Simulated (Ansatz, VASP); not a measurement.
## Sb in VASP and in Ansatz

INCAR

```
SYSTEM = Sb
ALGO = Normal ; EDIFF = 1E-7
ENCUT = 520 ; GGA = PS
ISIF = 2 ; ISMEAR = -1
LASPH = .TRUE. ; LCHARG = .TRUE.
LELF = .TRUE. ; LREAL = .FALSE.
LVHAR = .TRUE. ; LWAVE = .FALSE.
NBANDS = 12 ; NELM = 60
PREC = Accurate ; SIGMA = 0.1
```

Contents of KPOINTS:

```
k-points
0
G
  10 7 7
  0 0 0
```

File POSCAR:

```
Sb
1.0
    3.1224020000      0.0000000000      0.0000000000
    0.0000000000      4.3475180000      0.0000000000
   -0.0389150000      0.0000000000      4.4058520000
Sb
2
Direct
    0.9886110005      0.7500000000      0.7588340008
    0.0113889995      0.2500000000      0.2411659992
```

Input for Ansatz:

```yaml
crystal:
  lattice:
    - [3.122402, 0.0, 0.0]
    - [0.0, 4.347518, 0.0]
    - [-0.038915, 0.0, 4.405852]
  atoms:
    - { symbol: Sb, position: [0.9886110004862645, 0.75, 0.758834000778964] }
    - { symbol: Sb, position: [0.011388999513735456, 0.25, 0.241165999221036] }
basis:
  ecutwfc: 571.4391111657479
kpoints:
  mp_grid:
    grid: [10, 7, 7]
hamiltonian:
  xc: pbesol
scf:
  occupations:
    method: fermi_dirac
    width: 0.1
output:
  forces: true
```

Alike in both runs: task single point; functional PBEsol; k mesh 10 × 7 × 7; occupations fermi-dirac, width 0.1 eV; no spin polarisation.

|  | VASP | Ansatz |
| --- | --- | --- |
| version | VASP 6.6.1 | Ansatz 0.2.0 |
| potentials or method | VASP PAW PBE potentials, release 64 (Sb), cutoff 520 eV | plane waves, PAW |
| valence electrons in the cell | 10 | 30 |

Ansatz gave:

```
rms of the force components (eV/Å) : 0.064
```

Question: What did VASP give for the same quantities?

Answer: rms of the force components (eV/Å): 0.070.

VASP's potentials were made for PBE, not for PBEsol. Atom by atom the forces differ by 0.006 eV/Å (rms over components). The functional is the same, so the differences come from potentials, cutoffs and numerics. VASP's potentials hold 10 valence electrons a cell and Ansatz's 30, so a difference there can come from the potentials and not from the codes.

Neither program's run includes spin-orbit coupling.
